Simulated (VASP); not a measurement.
# Ta (Im-3m) in VASP: a series of runs

Runs on Ta. Level: PBE. Tasks: single point.

All numbers are computed with VASP 6.6.1; they aren't measurements. Logs are shortened: lines on timing, memory, paths and dates and some standing lists are left out, and cuts for length are marked.

## (1) The cell of the first run

The structure is cubic, space group Im-3m (No. 229). Conventional cell: a = 3.053 Å, b = 3.053 Å, c = 3.053 Å, α = 90.00°, β = 90.00°, γ = 90.00°. Within 3.5 Å of Ta (site symmetry m-3m) lie 14 Ta at 2.64 to 3.05 Å.

## (2) Single point, PBE (strain -0.080 along x and y, -0.080 along z)

File INCAR:

```
ALGO = Fast ; EDIFF = 1E-6
ENCUT = 520 ; GGA = PE
ISIF = 2 ; ISMEAR = 0
LASPH = T ; LCHARG = F
LREAL = F ; LWAVE = F
NBANDS = 12 ; NELM = 60
PREC = Accurate ; SIGMA = 0.15
```

File KPOINTS:

```
k-points
0
Gamma
  26 26 26
```

File POSCAR:

```
Ta
1.0
   -1.5266432345      1.5266432345      1.5266432345
    1.5266432345     -1.5266432345      1.5266432345
    1.5266432345      1.5266432345     -1.5266432345
Ta
1
Direct
    0.0000000000      0.0000000000      0.0000000000
```

Potentials or basis: VASP PAW PBE potentials, release 64 (Ta_pv).

Run with:

```
cat potpaw_PBE.64/Ta_pv/POTCAR > POTCAR
mpirun -np 1 vasp_std > vasp.out
```

OUTCAR:

```text
EDIFF = 1E-6
   ENCUT = 520
   GGA = PE
   ISIF = 2
   ISMEAR = 0
   LASPH = T
   LREAL = F
   NELM = 60
   PREC = Accurate

 ion  position               nearest neighbor table
   1  0.000  0.000  0.000-

  LATTYP: Found a body centered cubic cell.
 ALAT       =     3.0532864690

  Lattice vectors:

 A1 = (  -1.5266432345,   1.5266432345,   1.5266432345)
 A2 = (   1.5266432345,  -1.5266432345,   1.5266432345)
 A3 = (   1.5266432345,   1.5266432345,  -1.5266432345)

Analysis of symmetry for initial positions (statically):
=====================================================================
 Subroutine PRICEL returns:
 Original cell was already a primitive cell.

 Routine SETGRP: Setting up the symmetry group for a
 body centered cubic supercell.

 Subroutine GETGRP returns: Found 48 space group operations
 (whereof 48 operations were pure point group operations)
 out of a pool of 48 trial point group operations.

The static configuration has the point symmetry O_h .

Analysis of symmetry for dynamics (positions and initial velocities):
=====================================================================
 Subroutine PRICEL returns:
 Original cell was already a primitive cell.

 Routine SETGRP: Setting up the symmetry group for a
 body centered cubic supercell.

 Subroutine GETGRP returns: Found 48 space group operations
 (whereof 48 operations were pure point group operations)
 out of a pool of 48 trial point group operations.

The dynamic configuration has the point symmetry O_h .

 Subroutine INISYM returns: Found 48 space group operations
 (whereof 48 operations are pure point group operations),
 and found     1 'primitive' translations

----------------------------------------------------------------------------------------

                                     Primitive cell

  volume of cell :      14.2322

  direct lattice vectors                    reciprocal lattice vectors
    -1.526643235  1.526643235  1.526643235     0.000000000  0.327515944  0.327515944
     1.526643235 -1.526643235  1.526643235     0.327515944  0.000000000  0.327515944
     1.526643235  1.526643235 -1.526643235     0.327515944  0.327515944  0.000000000

  length of vectors
     2.644223647  2.644223647  2.644223647     0.463177490  0.463177490  0.463177490

  position of ions in fractional coordinates (direct lattice)
     0.000000000  0.000000000  0.000000000

  ion indices of the primitive-cell ions
   primitive index   ion index
                 1           1

----------------------------------------------------------------------------------------

 KPOINTS: k-points

Automatic generation of k-mesh.
 Grid dimensions read from file:
 generate k-points for:   26   26   26

 Generating k-lattice:

  Cartesian coordinates                     Fractional coordinates (reciprocal lattice)
     0.000000000  0.012596767  0.012596767     0.038461538  0.000000000  0.000000000
     0.012596767  0.000000000  0.012596767     0.000000000  0.038461538  0.000000000
     0.012596767  0.012596767  0.000000000     0.000000000  0.000000000  0.038461538

  Length of vectors
     0.017814519  0.017814519  0.017814519

  Shift w.r.t. Gamma in fractional coordinates (k-lattice)
     0.000000000  0.000000000  0.000000000

 Subroutine IBZKPT returns following result:
 ===========================================

 Found    511 irreducible k-points:

 Following reciprocal coordinates:
            Coordinates               Weight
  0.000000  0.000000  0.000000      1.000000
  0.038462  0.000000  0.000000     12.000000
  0.076923  0.000000  0.000000     12.000000
  0.115385  0.000000  0.000000     12.000000
  0.153846  0.000000  0.000000     12.000000
  0.192308  0.000000  0.000000     12.000000
[... 16 lines left out ...]
  0.346154  0.038462 -0.000000     48.000000
  0.384615  0.038462 -0.000000     48.000000
 [... further k-points ...]
   k-points           NKPTS =    511   k-points in BZ     NKDIM =    511   number of bands    NBANDS=     12
   number of dos      NEDOS =    301   number of ions     NIONS =      1
   total plane-waves  NPLWV =   8000
   dimension x,y,z NGX =    20 NGY =   20 NGZ =   20
   dimension x,y,z NGXF=    40 NGYF=   40 NGZF=   40
   ions per type =               1
   NGX,Y,Z   is equivalent  to a cutoff of  12.57, 12.57, 12.57 a.u.
   NGXF,Y,Z  is equivalent  to a cutoff of  25.15, 25.15, 25.15 a.u.
 SYSTEM =  unknown system
   PREC   = accura    normal or accurate (medium, high low for compatibility)
   ISTART =      0    job   : 0-new  1-cont  2-samecut
   ICHARG =      2    charge: 1-file 2-atom 10-const
   ISPIN  =      1    spin polarized calculation?
   LNONCOLLINEAR =      F non collinear calculations
   LSORBIT =      F    spin-orbit coupling
   LASPH  =      T    aspherical Exc in radial PAW
   ENCUT  =  520.0 eV  38.22 Ry    6.18 a.u.   4.92  4.92  4.92*2*pi/ulx,y,z
   NELM   =     60;   NELMIN=  2; NELMDL= -5     # of ELM steps
   EDIFF  = 0.1E-05   stopping-criterion for ELM
   LREAL  =      F    real-space projection
   EDIFFG = 0.1E-04   stopping-criterion for IOM
   NSW    =      0    number of steps for IOM
   IBRION =     -1    ionic relax: 0-MD 1-quasi-New 2-CG
   NFREE  =      0    steps in history (QN), initial steepest desc. (CG)
   ISIF   =      2    stress and relaxation
   ISYM   =      2    0-nonsym 1-usesym 2-fastsym
   POTIM  = 0.5000    time-step for ionic-motion
   TEBEG  =    0.0;   TEEND  =   0.0 temperature during run
   PSTRESS=    0.0 pullay stress
   NELECT =      11.0000    total number of electrons
   NUPDOWN=      -1.0000    fix difference up-down
   EMIN   =  10.00;   EMAX   =-10.00  energy-range for DOS
   EFERMI =   0.00;   METHOD = LEGACY
   ISMEAR =     0;   SIGMA  =   0.15  broadening in eV -4-tet -1-fermi 0-gaus
   EFERMI_NEDOS =   21; number of points for ismear=-14 and -15
   IALGO  =     68    algorithm
   IMIX   =      4    mixing-type and parameters
     AMIX     =   0.40;   BMIX     =  1.00
     AMIX_MAG =   1.60;   BMIX_MAG =  1.00
  volume/ion in A,a.u.               =      14.23        96.04
  Fermi-wavevector in a.u.,A,eV,Ry     =   1.502386  2.839098 30.710573  2.257163
  Thomas-Fermi vector in A             =   2.613633
   LORBIT       =      0    0 simple, 1 ext, 2 COOP (PROOUT), +10 PAW based schemes
   GGA     = PE    functional components
   LHFCALC =     F    Hartree Fock is set to
   AEXX    =    0.0000 exact exchange contribution
   IVDW    =     0    specifies the selected vdW correction
   LEPSILON=     F    determine dielectric tensor
   LRPA    =     F    only Hartree local field effects (RPA)
 non-spin polarized calculation
 RMM-DIIS sequential band-by-band and
 Gauss-broadening in eV      SIGMA  =   0.15
  energy-cutoff  :      520.00
  volume of cell :       14.23
 maximum number of plane-waves:       398
   NGX =  9   NGY =  9   NGZ =  9

 number of electron      10.9999996 magnetization

 Free energy of the ion-electron system (eV)
  ---------------------------------------------------
  ext. energy  EPLUGINS =         0.00000000
  ---------------------------------------------------
  free energy    TOTEN  =       -11.00088199 eV

  energy without entropy =      -10.99005410  energy(sigma->0) =      -10.99546805

 E-fermi :   7.5884     XC(G=0): -13.8726

 val. band max:        7.5861174732   @ k =  -0.4231   0.5000   0.1923
 cond. band min:       7.5897292141   @ k =  -0.2692   0.3846   0.1154
 fundamental gap:      0.0036117409
 Fermi energy:         7.5884240266

 k-point     1 :       0.0000    0.0000    0.0000
  band No.  band energies     occupation
      1     -24.5370      2.00000
      2     -24.5370      2.00000
      3     -24.5370      2.00000
      4      -1.1484      2.00000
      5       8.2204      0.00000
      6       8.2204      0.00000
      7       8.2204      0.00000
      8      12.3921      0.00000
      9      12.3921      0.00000
     10      23.7125      0.00000
     11      23.7125      0.00000
     12      23.7125      0.00000

 k-point     2 :       0.0385    0.0000    0.0000
  band No.  band energies     occupation
      1     -24.5785      2.00000
      2     -24.5488      2.00000
      3     -24.5375      2.00000
      4      -1.0565      2.00000
      5       8.1584      0.00000
      6       8.2051      0.00000
      7       8.3092      0.00000
      8      12.2768      0.00000
      9      12.3895      0.00000
     10      23.8015      0.00000
     11      23.8642      0.00000
     12      23.9871      0.00000

 k-point     3 :       0.0769    0.0000    0.0000
  band No.  band energies     occupation
      1     -24.6992      2.00000
      2     -24.5833      2.00000
      3     -24.5388      2.00000
      4      -0.7880      2.00000
      5       7.9810      0.00021
      6       8.1482      0.00000
      7       8.5741      0.00000
      8      11.9938      0.00000
      9      12.3849      0.00000
     10      24.0547      0.00000
     11      24.3105      0.00000
     12      24.7492      0.00000
[... 286 lines left out ...]
 k-point    23 :       0.3462    0.0385   -0.0000
  band No.  band energies     occupation
      1     -26.6115      2.00000
      2     -25.1838      2.00000
      3     -24.5804      2.00000
      4       2.2578      2.00000
      5       5.5805      2.00000
      6       8.4905      0.00000
      7      12.3945      0.00000
      8      13.3364      0.00000
      9      15.2718      0.00000
     10      22.3847      0.00000
     11      23.0227      0.00000
     12      25.3413      0.00000

 k-point    24 :       0.3846    0.0385   -0.0000
  band No.  band energies     occupation
      1     -26.7836      2.00000
      2     -25.2433      2.00000
      3     -24.5834      2.00000
      4       2.1905      2.00000
      5       5.3885      2.00000
      6       9.2422      0.00000
      7      12.5544      0.00000
      8      13.5636      0.00000
      9      16.4042      0.00000
     10      21.6643      0.00000
     11      23.0099      0.00000
     12      24.5325      0.00000

 [... further k-points ...]

------------------------ aborting loop because EDIFF is reached ----------------------------------------

  FORCE on cell =-STRESS in cart. coord.  units (eV):
  Direction    XX          YY          ZZ          XY          YZ          ZX
  --------------------------------------------------------------------------------------
  -------------------------------------------------------------------------------------
  Total        6.9886874      6.9886874      6.9886874     -0.0000000      0.0000000     -0.0000000
  in kB      786.7441670    786.7441670    786.7441670     -0.0000000      0.0000000     -0.0000000
  external PRESSURE =     786.7441670 kB  Pullay stress =       0.0000000 kB

 VOLUME and BASIS-vectors are now :
 -----------------------------------------------------------------------------
  energy-cutoff  :      520.00
  volume of cell :       14.23
      direct lattice vectors                 reciprocal lattice vectors
    -1.526643235  1.526643235  1.526643235     0.000000000  0.327515944  0.327515944
     1.526643235 -1.526643235  1.526643235     0.327515944  0.000000000  0.327515944
     1.526643235  1.526643235 -1.526643235     0.327515944  0.327515944  0.000000000

 POSITION                                       TOTAL-FORCE (eV/Angst)
 -----------------------------------------------------------------------------------
      0.00000      0.00000      0.00000         0.000000     -0.000000      0.000000
 -----------------------------------------------------------------------------------
    total drift:                                0.000000      0.000000      0.000000

  FREE ENERGIE OF THE ION-ELECTRON SYSTEM (eV)
  ---------------------------------------------------
  free  energy   TOTEN  =       -11.0008819946 eV

  energy  without entropy=      -10.9900541009  energy(sigma->0) =      -10.99546805
```

Run time: 2.7 min. Hardware: 1 thread of Intel Xeon 8259CL, shared host; peak memory 0.2 GiB.

Results:

| Quantity | Value |
| --- | --- |
| Free energy | -11.0009 eV |
| Pressure | 78.7 GPa |
| Band gap on the k mesh | zero (an odd number of electrons rules out a gap without spin polarisation) |

Caveat: the cell differs from its parent crystal (strain -0.080 along x and y, -0.080 along z); the cell stands under pressure; spin-orbit coupling is left out, which moves the levels of the heavy elements.

## (3) Single point, PBE (strain -0.040 along x and y, -0.040 along z)

File INCAR:

```
SYSTEM = Ta
  PREC = Accurate
  ENCUT = 520
  EDIFF = 1E-7
  ISMEAR = 0
  SIGMA = 0.15
  LREAL = .FALSE.
  LASPH = .TRUE.
  NELM = 100
  ALGO = Fast
  ISIF = 2
  LWAVE = .FALSE.
  LCHARG = .FALSE.
  GGA = PE
  NBANDS = 12
```

File KPOINTS:

```
regular mesh
0
G
  26 26 26
  0 0 0
```

File POSCAR:

```
Ta
1.0
   -1.5930190273      1.5930190273      1.5930190273
    1.5930190273     -1.5930190273      1.5930190273
    1.5930190273      1.5930190273     -1.5930190273
Ta
1
Direct
    0.0000000000      0.0000000000      0.0000000000
```

Potentials or basis: VASP PAW PBE potentials, release 64 (Ta_pv).

Run with:

```
cat potpaw_PBE.64/Ta_pv/POTCAR > POTCAR
mpirun -np 1 vasp_std > vasp.out
```

It took 3.7 min on 1 thread of Intel Xeon 8259CL, shared host; peak memory 0.22 GiB.

The run converged. Its results:

```
Free energy            : -11.6349 eV
Pressure               : 30.5 GPa
Band gap on the k mesh : zero (an odd number of electrons rules out a gap without spin polarisation)
```

Levels at points of the mesh, in eV from the Fermi level:
| k point | band 4 | band 5 | band 6 | band 7 | band 8 | band 9 |
| --- | --- | --- | --- | --- | --- | --- |
| (0.00, 0.00, 0.00) | -8.31 | 0.72 | 0.72 | 0.72 | 4.39 | 4.39 |
| (0.50, 0.00, 0.00) | -4.89 | -1.89 | 2.16 | 4.36 | 5.52 | 8.92 |
| (0.50, 0.50, 0.50) | -4.50 | -4.50 | 7.76 | 7.76 | 7.76 | 9.72 |

Caveat: the cell differs from its parent crystal (strain -0.040 along x and y, -0.040 along z); the cell stands under pressure; spin-orbit coupling is left out, which moves the levels of the heavy elements.
